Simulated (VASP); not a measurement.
# HfN (P6_3/mmc) in VASP: a series of runs

Runs on HfN. Level: PBEsol. Tasks: single point.

Everything below comes from runs of VASP 6.6.1. Logs are shortened: lines on timing, memory, paths and dates and some standing lists are left out, and cuts for length are marked.

### Step 1. The cell of the first run

The structure is hexagonal, space group P6_3/mmc (No. 194). The conventional cell has a = 3.060 Å, b = 3.060 Å, c = 5.292 Å, α = 90.00°, β = 90.00°, γ = 120.00°. Hf (site symmetry -6m2) has 6 N at 2.21 Å within 2.9 Å. Within 2.9 Å of N (site symmetry -3m) lie 6 Hf at 2.21 Å and 2 N at 2.65 Å.

### Step 2. Single point, PBEsol

INCAR reads:

```
SYSTEM = HfN
  PREC = Accurate
  ENCUT = 520
  EDIFF = 1E-6
  ISMEAR = 0
  SIGMA = 0.1
  LREAL = .FALSE.
  LASPH = .TRUE.
  NELM = 80
  ALGO = Normal
  ISIF = 2
  LWAVE = .FALSE.
  LCHARG = .FALSE.
  GGA = PS
  NBANDS = 23
```

KPOINTS reads:

```
regular mesh
0
G
  8 8 4
  0 0 0
```

POSCAR reads:

```
HfN
1.0
    3.0597198044     -0.0000028184      0.0000000000
   -1.5298574614      2.6497964883      0.0000000000
    0.0000000000      0.0000000000      5.2924536158
Hf N
2 2
Direct
    0.6666666667      0.3333333333      0.7500000000
    0.3333333333      0.6666666667      0.2500000000
    0.0000000000      0.0000000000      0.0000000000
    0.0000000000      0.0000000000      0.5000000000
```

Potentials or basis: VASP PAW PBE potentials, release 64 (Hf_pv, N).

Launch:

```bash
$ cat potpaw_PBE.64/Hf_pv/POTCAR potpaw_PBE.64/N/POTCAR > POTCAR
$ mpirun -np 1 vasp_std > vasp.out
```

OUTCAR:

```text
SYSTEM = HfN
   PREC = Accurate
   ENCUT = 520
   EDIFF = 1E-6
   ISMEAR = 0
   LREAL = .FALSE.
   LASPH = .TRUE.
   NELM = 80
   ISIF = 2
   GGA = PS

 ion  position               nearest neighbor table
   1  0.667  0.333  0.750-   3 2.21   4 2.21   3 2.21   4 2.21   3 2.21   4 2.21   2 3.18   2 3.18
                             2 3.18   2 3.18   2 3.18   2 3.18
   2  0.333  0.667  0.250-   3 2.21   4 2.21   3 2.21   4 2.21   3 2.21   4 2.21   1 3.18   1 3.18
                             1 3.18   1 3.18   1 3.18   1 3.18
   3  0.000  0.000  0.000-   1 2.21   2 2.21   1 2.21   2 2.21   1 2.21   2 2.21
   4  0.000  0.000  0.500-   1 2.21   2 2.21   1 2.21   2 2.21   1 2.21   2 2.21

  LATTYP: Found a hexagonal cell.
 ALAT       =     3.0597198044
 C/A-ratio  =     1.7297183906

  Lattice vectors:

 A1 = (   3.0597198044,  -0.0000028184,   0.0000000000)
 A2 = (  -1.5298574614,   2.6497964883,   0.0000000000)
 A3 = (   0.0000000000,   0.0000000000,   5.2924536158)

Analysis of symmetry for initial positions (statically):
=====================================================================
 Subroutine PRICEL returns:
 Original cell was already a primitive cell.

 Routine SETGRP: Setting up the symmetry group for a
 hexagonal supercell.

 Subroutine GETGRP returns: Found 24 space group operations
 (whereof 12 operations were pure point group operations)
 out of a pool of 24 trial point group operations.

The static configuration has the point symmetry D_3d.
 The point group associated with its full space group is D_6h.

Analysis of symmetry for dynamics (positions and initial velocities):
=====================================================================
 Subroutine PRICEL returns:
 Original cell was already a primitive cell.

 Routine SETGRP: Setting up the symmetry group for a
 hexagonal supercell.

 Subroutine GETGRP returns: Found 24 space group operations
 (whereof 12 operations were pure point group operations)
 out of a pool of 24 trial point group operations.

The dynamic configuration has the point symmetry D_3d.
 The point group associated with its full space group is D_6h.

 Subroutine INISYM returns: Found 24 space group operations
 (whereof 12 operations are pure point group operations),
 and found     1 'primitive' translations

----------------------------------------------------------------------------------------

                                     Primitive cell

  volume of cell :      42.9093

  direct lattice vectors                    reciprocal lattice vectors
     3.059719804 -0.000002818  0.000000000     0.326827486  0.188693536  0.000000000
[... 88 lines left out ...]
   ENCUT  =  520.0 eV  38.22 Ry    6.18 a.u.   5.69  5.69  9.84*2*pi/ulx,y,z
   NELM   =     80;   NELMIN=  2; NELMDL= -5     # of ELM steps
   EDIFF  = 0.1E-05   stopping-criterion for ELM
   LREAL  =      F    real-space projection
   EDIFFG = 0.1E-04   stopping-criterion for IOM
   NSW    =      0    number of steps for IOM
   IBRION =     -1    ionic relax: 0-MD 1-quasi-New 2-CG
   NFREE  =      0    steps in history (QN), initial steepest desc. (CG)
   ISIF   =      2    stress and relaxation
   ISYM   =      2    0-nonsym 1-usesym 2-fastsym
   POTIM  = 0.5000    time-step for ionic-motion
   TEBEG  =    0.0;   TEEND  =   0.0 temperature during run
   PSTRESS=    0.0 pullay stress
   NELECT =      30.0000    total number of electrons
   NUPDOWN=      -1.0000    fix difference up-down
   EMIN   =  10.00;   EMAX   =-10.00  energy-range for DOS
   EFERMI =   0.00;   METHOD = LEGACY
   ISMEAR =     0;   SIGMA  =   0.10  broadening in eV -4-tet -1-fermi 0-gaus
   EFERMI_NEDOS =   21; number of points for ismear=-14 and -15
   IALGO  =     38    algorithm
   IMIX   =      4    mixing-type and parameters
     AMIX     =   0.40;   BMIX     =  1.00
     AMIX_MAG =   1.60;   BMIX_MAG =  1.00
  volume/ion in A,a.u.               =      10.73        72.39
  Fermi-wavevector in a.u.,A,eV,Ry     =   1.452998  2.745767 28.724650  2.111202
  Thomas-Fermi vector in A             =   2.570315
   LORBIT       =      0    0 simple, 1 ext, 2 COOP (PROOUT), +10 PAW based schemes
   GGA     = PS    functional components
   LHFCALC =     F    Hartree Fock is set to
   AEXX    =    0.0000 exact exchange contribution
   IVDW    =     0    specifies the selected vdW correction
   LEPSILON=     F    determine dielectric tensor
   LRPA    =     F    only Hartree local field effects (RPA)
 non-spin polarized calculation
 Gauss-broadening in eV      SIGMA  =   0.10
  energy-cutoff  :      520.00
  volume of cell :       42.91
 maximum number of plane-waves:      1184
 NGX is ok and might be reduce to    24
   NGX = 11   NGY = 11   NGZ = 19

 number of electron      29.9999993 magnetization

 Free energy of the ion-electron system (eV)
  ---------------------------------------------------
  ext. energy  EPLUGINS =         0.00000000
  ---------------------------------------------------
  free energy    TOTEN  =       -45.70970043 eV

  energy without entropy =      -45.69465096  energy(sigma->0) =      -45.70217570

 E-fermi :   8.2298     XC(G=0): -13.2791

 val. band max:        8.2294251991   @ k =   0.3750   0.1250   0.5000
 cond. band min:       8.2382516058   @ k =   0.2500   0.2500   0.5000
 fundamental gap:      0.0088264067
 Fermi energy:         8.2298400359

 k-point     1 :       0.0000    0.0000    0.0000
  band No.  band energies     occupation
      1     -23.2226      2.00000
      2     -22.0830      2.00000
      3     -21.9802      2.00000
      4     -21.9802      2.00000
      5     -21.9046      2.00000
      6     -21.9046      2.00000
[... 613 lines left out ...]
     22      14.4847      0.00000
     23      16.3298      0.00000

 [... further k-points ...]
[... 5 lines left out ...]
  --------------------------------------------------------------------------------------
  -------------------------------------------------------------------------------------
  Total        4.8035809      4.8035809      4.7924744     -0.0000000      0.0000000      0.0000000
  in kB      179.3596223    179.3596223    178.9449215     -0.0000000      0.0000000      0.0000000
  external PRESSURE =     179.2213887 kB  Pullay stress =       0.0000000 kB

 VOLUME and BASIS-vectors are now :
 -----------------------------------------------------------------------------
  energy-cutoff  :      520.00
  volume of cell :       42.91
      direct lattice vectors                 reciprocal lattice vectors
     3.059719804 -0.000002818  0.000000000     0.326827486  0.188693536  0.000000000
    -1.529857461  2.649796488  0.000000000     0.000000348  0.377387673  0.000000000
     0.000000000  0.000000000  5.292453616     0.000000000  0.000000000  0.188948279

 POSITION                                       TOTAL-FORCE (eV/Angst)
 -----------------------------------------------------------------------------------
      1.52986      0.88326      3.96934        -0.000000      0.000000      0.000000
      0.00000      1.76653      1.32311         0.000000     -0.000000      0.000000
      0.00000      0.00000      0.00000         0.000000      0.000000      0.000000
      0.00000      0.00000      2.64623        -0.000000      0.000000      0.000000
 -----------------------------------------------------------------------------------
    total drift:                               -0.000000      0.000000     -0.000000

  FREE ENERGIE OF THE ION-ELECTRON SYSTEM (eV)
  ---------------------------------------------------
  free  energy   TOTEN  =       -45.7097004329 eV

  energy  without entropy=      -45.6946509638  energy(sigma->0) =      -45.70217570
```

stdout:

```text
POSCAR found type information on POSCAR HfN
 POSCAR found :  2 types and       4 ions
 scaLAPACK will be used
 -----------------------------------------------------------------------------
|                                                                             |
|                                                                             |
|     You enforced a specific xc type in the INCAR file but a different       |
|     I HOPE YOU KNOW WHAT YOU ARE DOING!                                     |
|                                                                             |
 -----------------------------------------------------------------------------

 LDA part: xc-table for (Slater+PW92), standard interpolation
 POSCAR, INCAR and KPOINTS ok, starting setup
 FFT: planning ... GRIDC
 FFT: planning ... GRID_SOFT
 FFT: planning ... GRID
 WAVECAR not read
 entering main loop
```

Wall time 20 s (1 thread of AMD EPYC 9R45 (Zen 5), shared host); peak memory 0.14 GiB.

What came out:

```yaml
Free_energy: -45.7097 eV
Pressure: 17.9 GPa
Band_gap_on_the_k_mesh: zero (band 15 reaches 10.44 eV, above the bottom of band 16 at 7.91 eV)
```

Caveat: the PAW data sets were made with another functional, which shifts forces and pressure a little; spin-orbit coupling is left out, which moves the levels of the heavy elements.

### Step 3. Single point, PBEsol

This run uses another cell than the first one, of 11.05 Å³/atom, 1.030 times its volume.

INCAR reads:

```
SYSTEM = HfN
ALGO     = Normal         ! electronic algorithm
EDIFF    = 1E-6           ! SCF threshold, eV
ENCUT    = 520            ! plane-wave cutoff, eV
GGA      = PS             ! functional
ISIF     = 2              ! what is computed and relaxed
ISMEAR   = 0              ! smearing method
LASPH    = .True.         ! aspherical terms in the spheres
LCHARG   = .False.        ! write CHGCAR
LREAL    = .False.        ! projectors in reciprocal space
LWAVE    = .False.        ! write WAVECAR
NBANDS   = 23             ! bands
NELM     = 80             ! most SCF steps
PREC     = Accurate       ! precision mode
SIGMA    = 0.1            ! smearing width, eV
```

KPOINTS reads:

```
k-points
0
Gamma
  8 8 4
  0 0 0
```

POSCAR reads:

```
HfN
1.0
    3.0909245227     -0.0000028472      0.0000000000
   -1.5454597957      2.6768205814      0.0000000000
    0.0000000000      0.0000000000      5.3422365634
Hf N
2 2
Direct
    0.6666666667      0.3333333333      0.7500000000
    0.3333333333      0.6666666667      0.2500000000
    0.0000000000      0.0000000000      0.0000000000
    0.0000000000      0.0000000000      0.5000000000
```

Potentials or basis: VASP PAW PBE potentials, release 64 (Hf_pv, N).

Launch:

```bash
$ cat potpaw_PBE.64/Hf_pv/POTCAR potpaw_PBE.64/N/POTCAR > POTCAR
$ mpirun -np 1 vasp_std > vasp.out
```

It took 19 s on 1 thread of AMD EPYC 9R45 (Zen 5), shared host; peak memory 0.14 GiB.

Results (log left out):

* Free energy: -45.8138 eV
* Pressure: 7.9 GPa
* Band gap on the k mesh: zero (band 15 reaches 10.10 eV, above the bottom of band 16 at 7.66 eV)

Stress tensor (GPa, compression positive):
```
7.96 0.00 0.00
0.00 7.96 0.00
0.00 0.00 7.86
```

Levels at points of the mesh, in eV from the Fermi level:
| k point | band 11 | band 12 | band 13 | band 14 | band 15 | band 16 | band 17 | band 18 | band 19 | band 20 |
| --- | --- | --- | --- | --- | --- | --- | --- | --- | --- | --- |
| (0.00, 0.00, 0.00) | -4.71 | -3.52 | -3.52 | -1.54 | -0.52 | 0.89 | 0.89 | 1.50 | 2.07 | 2.07 |
| (0.50, 0.00, 0.00) | -5.70 | -5.50 | -3.10 | -2.75 | -2.26 | 2.78 | 3.07 | 4.86 | 5.07 | 6.02 |
| (0.00, 0.00, 0.50) | -4.36 | -4.36 | -4.36 | -4.36 | 2.14 | 2.14 | 3.21 | 3.21 | 3.21 | 3.21 |
| (0.50, 0.00, 0.50) | -5.49 | -5.49 | -4.42 | -4.42 | -0.07 | -0.07 | 5.17 | 5.17 | 5.23 | 5.23 |

Caveat: the PAW data sets were made with another functional, which shifts forces and pressure a little; spin-orbit coupling is left out, which moves the levels of the heavy elements.

(Continued in part 2 of 2.)
